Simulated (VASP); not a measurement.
A run of VASP 6.6.1:

File POSCAR:

```
BaTiO3
1.0
    3.9845109371      0.0000000000      0.0000000000
    0.0000000000      3.9845109371      0.0000000000
    0.0000000000      0.0000000000      3.9845109371
Ba Ti O
1 1 3
Direct
    0.5000000000      0.5000000000      0.5000000000
    0.0000000000      0.0000000000      0.0000000000
    0.5000000000      0.0000000000      0.0000000000
    0.0000000000      0.5000000000      0.0000000000
    0.0000000000      0.0000000000      0.5000000000
```

Contents of INCAR.step1:

```
SYSTEM = BaTiO3
ALGO = Normal ; EDIFF = 1E-4
ENCUT = 520 ; GGA = PE
ISMEAR = 0 ; LASPH = .True.
LCHARG = .False. ; LREAL = .False.
LWAVE = .True. ; NBANDS = 28
NELM = 100 ; PREC = Accurate
SIGMA = 0.01
```

File INCAR.step2:

```
SYSTEM = BaTiO3
ALGO = Normal ; BPARAM = 11.95
CPARAM = 0.0093 ; EDIFF = 1E-6
ENCUT = 520 ; ISIF = 2
ISMEAR = 0 ; ISTART = 1
IVDW_NL = 2 ; LASPH = .True.
LCHARG = .False. ; LMIXTAU = .True.
LREAL = .False. ; LUSE_VDW = .True.
LWAVE = .False. ; METAGGA = R2SCAN
NBANDS = 28 ; NELM = 100
PREC = Accurate ; SIGMA = 0.01
```

The input KPOINTS:

```
k-points
0
Gamma
  3 3 3
  0 0 0
```

Potentials or basis: VASP PAW PBE potentials, release 64 (Ba_sv, Ti_sv, O).

Run with:

```console
$ cat potpaw_PBE.64/Ba_sv/POTCAR potpaw_PBE.64/Ti_sv/POTCAR potpaw_PBE.64/O/POTCAR > POTCAR
$ cp INCAR.step1 INCAR
$ mpirun -np 1 vasp_std > vasp.out
$ cp INCAR.step2 INCAR
$ mpirun -np 1 vasp_std > vasp.out
```

Hardware: 1 thread of AMD EPYC 7R13, with other jobs on the host.

Estimate the wall time of this run.

Wall time 2.1 min on 1 thread of AMD EPYC 7R13, on a shared host, peak memory 0.26 GiB. Counts: k points 4.
